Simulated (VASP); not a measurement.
The system is CaSiH6.

```xyz
8
Lattice="3.1148 1.7983 1.9457 -3.1148 1.7983 1.9457 0.0000 -3.5967 1.9457" Properties=species:S:1:pos:R:3 pbc="T T T"
Ca    0.0000    0.0000    0.0000
Si    0.0000    0.0000    2.9185
H     0.9189    0.8982    1.9595
H     0.3184   -1.2449    1.9595
H     1.2373   -0.3467    3.8775
H    -0.3184    1.2449    3.8775
H    -0.9189   -0.8982    3.8775
H    -1.2373    0.3467    1.9595
```

```yaml
Program: VASP 6.6.1
Task: relaxation of cell and atoms
Functional: r2SCAN
Dispersion: rVV10
Potentials_or_basis: VASP PAW PBE potentials, release 64 (Ca_sv, Si, H)
Cutoff: 600 eV
k_mesh: 6 × 6 × 6
Occupations: fermi-dirac, width 0.03 eV
Spin: no spin polarisation
```

At the start: pressure -0.1 GPa; volume 8.17 Å³/atom.

Task: Where does the relaxation end?

Result: Over 16 steps the energy falls by 4.1 meV/atom and the volume is 8.44 Å³/atom (+3.2 %); space group R-3 (No. 148, to 0.1 Å) before and after.

Step by step:
```
step  energy change (eV)  largest force (eV/Å)  pressure (GPa)  volume (Å³)
   1              0.0000                0.2808           -0.14        65.39
   2             -0.0155                0.1012            0.85        65.32
   3             -0.0174                0.0362            1.36        65.29
   4             -0.0225                0.0363            0.72        65.99
   5             -0.0248                0.0370           -0.07        66.92
   6             -0.0256                0.0316           -0.07        66.98
   7             -0.0261                0.0350           -0.08        67.09
   8             -0.0269                0.0324           -0.05        67.08
   9             -0.0289                0.0251            0.03        67.05
  10             -0.0314                0.0124            0.16        67.00
  11             -0.0317                0.0294            0.32        66.88
  12             -0.0323                0.0146            0.27        66.92
  13             -0.0329                0.0248           -0.27        67.66
  14             -0.0329                0.0221           -0.14        67.48
  15             -0.0317                0.0769            0.39        67.57
  16             -0.0331                0.0043           -0.01        67.50
```

Final structure:
```
Ca Si H
1.0
     3.14919    1.81819    1.96475
    -3.14919    1.81819    1.96475
     0.00000   -3.63637    1.96475
Ca Si H
1 1 6
Direct
  0.00000 0.00000 0.00000
  0.50000 0.50000 0.50000
  0.56901 0.25868 0.19024
  0.25868 0.19024 0.56901
  0.80976 0.43099 0.74132
  0.74132 0.80976 0.43099
  0.43099 0.74132 0.80976
  0.19024 0.56901 0.25868
```

Caveat: the PAW data sets were made with another functional, which shifts forces and pressure a little.
